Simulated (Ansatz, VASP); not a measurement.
**Al2Pt in VASP and in Ansatz**

```
CELL_PARAMETERS angstrom
0.00000 2.95500 2.95500
2.95500 0.00000 2.95500
2.95500 2.95500 0.00000
ATOMIC_POSITIONS crystal
Al 0.25000 0.25000 0.25000
Al 0.75000 0.75000 0.75000
Pt 0.00000 0.00000 0.00000
```

Alike in both runs: task electric field gradients; functional LDA; k mesh 12 × 12 × 12; occupations fermi-dirac, width 0.08 eV; no spin polarisation.

```csv
,VASP,Ansatz
version,VASP 6.6.1,Ansatz 0.2.0
potentials or method,"VASP PAW LDA potentials, release 64 (Al, Pt), cutoff 520 eV","all-electron PAW with datasets made for the crystal, scalar-relativistic"
```

```csv
,VASP,Ansatz,Ansatz less VASP
pressure (GPa),-3.6,-3.9,-0.32
```

LDA's correlation is that of Perdew and Zunger in VASP and of Perdew and Wang (1992) in Ansatz. Ansatz ran all-electron here, and VASP with PAW potentials.

Spin-orbit coupling is off throughout.
